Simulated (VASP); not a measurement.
Here is a VASP 6.6.1 calculation.

File INCAR:

```
SYSTEM = Si6S
  PREC = Accurate
  ENCUT = 520
  EDIFF = 1E-7
  ISMEAR = 0
  SIGMA = 0.05
  LREAL = .FALSE.
  LASPH = .TRUE.
  NELM = 150
  ALGO = Normal
  ISIF = 2
  LWAVE = .FALSE.
  LCHARG = .TRUE.
  ISPIN = 2
  MAGMOM = 0 0 0 0 0 0 2
  LORBIT = 11
  LDIPOL = .TRUE.
  IDIPOL = 3
  DIPOL = 0.5 0.5 0.326
  GGA = PE
  LELF = .TRUE.
  LVHAR = .TRUE.
  LVACPOTAV = .TRUE.
  NBANDS = 28
```

KPOINTS

```
regular mesh
0
G
  7 5 1
  0 0 0
```

The input POSCAR:

```
Si6S
1.0
    3.8675355695      0.0000000000      0.0000000000
    0.0000000000      5.4695212554      0.0000000000
    0.0000000000      0.0000000000     19.2238421361
Si S
6 1
Direct
    0.5000000000      0.0000000000      0.2080749505
    0.0000000000      0.2500000000      0.2080749505
    0.0000000000      0.5024402202      0.3062860998
    0.5000000000      0.7475597798      0.3062860998
    0.5000000000      0.0098635024      0.4017845174
    0.0000000000      0.2401364976      0.4017845174
    0.8333333333      0.6765301691      0.4485716163
```

Potentials or basis: VASP PAW PBE potentials, release 64 (Si, S).

The run is started by

```sh
$ cat potpaw_PBE.64/Si/POTCAR potpaw_PBE.64/S/POTCAR > POTCAR
$ mpirun -np 1 vasp_std > vasp.out
```

Predict the site moments.

Si -0.02, +0.05, +0.00, -0.00 (each value once); S +0.00 μB.

Estimate the net moment.

0.13 μB per cell.

Predict the largest force.

1.636 eV/Å.

Forces in eV/Å, atoms in the order of the input:
```
Si  -0.040  1.039  0.045
Si   0.067 -1.081 -0.076
Si   0.101  0.270 -0.202
Si  -0.060 -0.082 -0.594
Si   0.862 -1.284  0.535
Si  -0.765  1.232  0.285
S   -0.166 -0.095  0.008
```
